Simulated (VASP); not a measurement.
# P (Im-3m) in VASP: notebook, part 2 of 2

VASP 6.6.1.

## 5. Single point, r2SCAN

This run uses another cell than the first one, of 14.35 Å³/atom, 1.032 times its volume.

Input file POSCAR:

```
P
1.0
   -1.5307966808      1.5307966808      1.5307966808
    1.5307966808     -1.5307966808      1.5307966808
    1.5307966808      1.5307966808     -1.5307966808
P
1
Direct
    0.0000000000      0.0000000000      0.0000000000
```

Input file INCAR.step1:

```
SYSTEM = P
ALGO     = Normal         ! electronic algorithm
EDIFF    = 1E-4           ! SCF threshold, eV
ENCUT    = 520            ! plane-wave cutoff, eV
GGA      = PE             ! functional
ISMEAR   = 0              ! smearing method
LASPH    = .TRUE.         ! aspherical terms in the spheres
LCHARG   = .FALSE.        ! write CHGCAR
LREAL    = .FALSE.        ! projectors in reciprocal space
LWAVE    = .TRUE.         ! write WAVECAR
NBANDS   = 8              ! bands
NELM     = 60             ! most SCF steps
PREC     = Accurate       ! precision mode
SIGMA    = 0.1            ! smearing width, eV
```

Input file INCAR.step2:

```
SYSTEM = P
ALGO     = Normal         ! electronic algorithm
EDIFF    = 1E-7           ! SCF threshold, eV
ENCUT    = 520            ! plane-wave cutoff, eV
ISIF     = 2              ! what is computed and relaxed
ISMEAR   = 0              ! smearing method
ISTART   = 1            
LASPH    = .TRUE.         ! aspherical terms in the spheres
LCHARG   = .FALSE.        ! write CHGCAR
LMIXTAU  = .TRUE.       
LREAL    = .FALSE.        ! projectors in reciprocal space
LWAVE    = .FALSE.        ! write WAVECAR
METAGGA  = R2SCAN         ! meta-GGA
NBANDS   = 8              ! bands
NELM     = 60             ! most SCF steps
PREC     = Accurate       ! precision mode
SIGMA    = 0.1            ! smearing width, eV
```

Input file KPOINTS:

```
k-points
0
G
  26 26 26
  0 0 0
```

Potentials or basis: VASP PAW PBE potentials, release 64 (P).

Run with:

```sh
$ cat potpaw_PBE.64/P/POTCAR > POTCAR
$ cp INCAR.step1 INCAR
$ mpirun -np 1 vasp_std > vasp.out
$ cp INCAR.step2 INCAR
$ mpirun -np 1 vasp_std > vasp.out
```

OUTCAR:

```text
SYSTEM = P
   EDIFF = 1E-7
   ENCUT = 520
   ISIF = 2
   ISMEAR = 0
   ISTART = 1
   LASPH = .TRUE.
   LREAL = .FALSE.
   METAGGA = R2SCAN
   NELM = 60
   PREC = Accurate

 ion  position               nearest neighbor table
   1  0.000  0.000  0.000-

  LATTYP: Found a body centered cubic cell.
 ALAT       =     3.0615933616

  Lattice vectors:

 A1 = (  -1.5307966808,   1.5307966808,   1.5307966808)
 A2 = (   1.5307966808,  -1.5307966808,   1.5307966808)
 A3 = (   1.5307966808,   1.5307966808,  -1.5307966808)

Analysis of symmetry for initial positions (statically):
=====================================================================
 Subroutine PRICEL returns:
 Original cell was already a primitive cell.

 Routine SETGRP: Setting up the symmetry group for a
 body centered cubic supercell.

 Subroutine GETGRP returns: Found 48 space group operations
 (whereof 48 operations were pure point group operations)
 out of a pool of 48 trial point group operations.

The static configuration has the point symmetry O_h .

Analysis of symmetry for dynamics (positions and initial velocities):
=====================================================================
 Subroutine PRICEL returns:
 Original cell was already a primitive cell.

 Routine SETGRP: Setting up the symmetry group for a
 body centered cubic supercell.

 Subroutine GETGRP returns: Found 48 space group operations
 (whereof 48 operations were pure point group operations)
 out of a pool of 48 trial point group operations.

The dynamic configuration has the point symmetry O_h .

 Subroutine INISYM returns: Found 48 space group operations
 (whereof 48 operations are pure point group operations),
 and found     1 'primitive' translations

----------------------------------------------------------------------------------------

                                     Primitive cell

[... 109 lines left out ...]
  volume/ion in A,a.u.               =      14.35        96.83
  Fermi-wavevector in a.u.,A,eV,Ry     =   1.152022  2.177005 18.057026  1.327154
  Thomas-Fermi vector in A             =   2.288676
   LORBIT       =      0    0 simple, 1 ext, 2 COOP (PROOUT), +10 PAW based schemes
   METAGGA = R2SCAN    functional components
   LHFCALC =     F    Hartree Fock is set to
   AEXX    =    0.0000 exact exchange contribution
   IVDW    =     0    specifies the selected vdW correction
   LEPSILON=     F    determine dielectric tensor
   LRPA    =     F    only Hartree local field effects (RPA)
 non-spin polarized calculation
 Gauss-broadening in eV      SIGMA  =   0.10
  energy-cutoff  :      520.00
  volume of cell :       14.35
 maximum number of plane-waves:       399
   NGX =  9   NGY =  9   NGZ =  9

 number of electron       5.0000002 magnetization

 Free energy of the ion-electron system (eV)
  ---------------------------------------------------
  ext. energy  EPLUGINS =         0.00000000
  ---------------------------------------------------
  free energy    TOTEN  =        -8.05589211 eV

  energy without entropy =       -8.05331532  energy(sigma->0) =       -8.05460371

 E-fermi :   9.8446     XC(G=0): -12.2086

 val. band max:        9.8395788494   @ k =  -0.4231   0.4231   0.1923
 cond. band min:       9.8529354708   @ k =   0.1154   0.1154   0.1154
 fundamental gap:      0.0133566214
 Fermi energy:         9.8445763769

 k-point     1 :       0.0000    0.0000    0.0000
  band No.  band energies     occupation
      1      -7.3729      2.00000
      2      17.3820      0.00000
      3      17.3820      0.00000
      4      17.3820      0.00000
      5      22.4410      0.00000
      6      22.4410      0.00000
      7      22.4410      0.00000
      8      26.8851      0.00000
[... 243 lines left out ...]
 k-point    24 :       0.3846    0.0385    0.0000
  band No.  band energies     occupation
      1      -2.3398      2.00000
      2       3.9493      2.00000
      3      12.3842      0.00000
      4      15.2290      0.00000
      5      18.3149      0.00000
      6      19.3315      0.00000
      7      28.4323      0.00000
      8      29.9369      0.00000

 [... further k-points ...]

------------------------ aborting loop because EDIFF is reached ----------------------------------------

  FORCE on cell =-STRESS in cart. coord.  units (eV):
  Direction    XX          YY          ZZ          XY          YZ          ZX
  --------------------------------------------------------------------------------------
  -------------------------------------------------------------------------------------
  Total       -0.0098876     -0.0098876     -0.0098876     -0.0000000     -0.0000000     -0.0000000
  in kB       -1.1040496     -1.1040496     -1.1040496     -0.0000000     -0.0000000     -0.0000000
  external PRESSURE =      -1.1040496 kB  Pullay stress =       0.0000000 kB

 VOLUME and BASIS-vectors are now :
 -----------------------------------------------------------------------------
  energy-cutoff  :      520.00
  volume of cell :       14.35
      direct lattice vectors                 reciprocal lattice vectors
    -1.530796681  1.530796681  1.530796681     0.000000000  0.326627309  0.326627309
     1.530796681 -1.530796681  1.530796681     0.326627309  0.000000000  0.326627309
     1.530796681  1.530796681 -1.530796681     0.326627309  0.326627309  0.000000000

 POSITION                                       TOTAL-FORCE (eV/Angst)
 -----------------------------------------------------------------------------------
      0.00000      0.00000      0.00000         0.000000     -0.000000      0.000000
 -----------------------------------------------------------------------------------
    total drift:                                0.000000     -0.000000     -0.000000

  FREE ENERGIE OF THE ION-ELECTRON SYSTEM (eV)
  ---------------------------------------------------
  free  energy   TOTEN  =        -8.0558921058 eV

  energy  without entropy=       -8.0533153216  energy(sigma->0) =       -8.05460371
```

It took 2.5 min on 1 thread of Intel Xeon Platinum 8375C at 2.90GHz (Ice Lake), shared host; peak memory 0.16 GiB.

What came out:

* Free energy: -8.0559 eV
* Pressure: -0.1 GPa

Levels at points of the mesh, in eV from the Fermi level:
| k point | band 1 | band 2 | band 3 | band 4 | band 5 | band 6 | band 7 | band 8 |
| --- | --- | --- | --- | --- | --- | --- | --- | --- |
| (0.00, 0.00, 0.00) | -17.22 | 7.54 | 7.54 | 7.54 | 12.60 | 12.60 | 12.60 | 17.04 |
| (0.50, 0.00, 0.00) | -10.45 | -8.20 | 2.51 | 5.65 | 7.79 | 8.91 | 20.49 | 20.51 |
| (0.50, 0.50, 0.50) | -4.28 | -2.81 | -2.81 | -2.81 | 2.86 | 2.86 | 24.86 | 24.86 |

Caveat: the PAW data sets were made with another functional, which shifts forces and pressure a little.

## 6. Overview

| task | cell | k mesh | cutoff (eV) | gap on the mesh (eV) | pressure (GPa) |
| --- | --- | --- | --- | --- | --- |
| single point | a = 2.624 Å, angles 109.5°, 1 atom | 6 × 6 × 6 | 520 | none | 0.1 |
| single point | a = 3.400 Å, angles 109.5°, 1 atom | 6 × 6 × 6 | 520 | none | -16.4 |
| relaxation of cell and atoms | relaxed from a = 3.400 Å, angles 109.5°, 1 atom | 6 × 6 × 6 | 600 | none | -0.1 |
| single point | a = 2.651 Å, angles 109.5°, 1 atom | 26 × 26 × 26 | 520 | none | -0.1 |

Alike in all rows: level r2SCAN; potentials or basis VASP PAW PBE potentials, release 64 (P); no spin polarisation; smearing gaussian 0.1 eV.

Caveats: some runs use coarse meshes; the PAW data sets were made with another functional, which shifts forces and pressure a little; the volume moved by over 15 % at a fixed basis, so the end points are rough (some runs).

Total energies depend on the potentials used, so only differences within one code and one set of settings carry meaning.
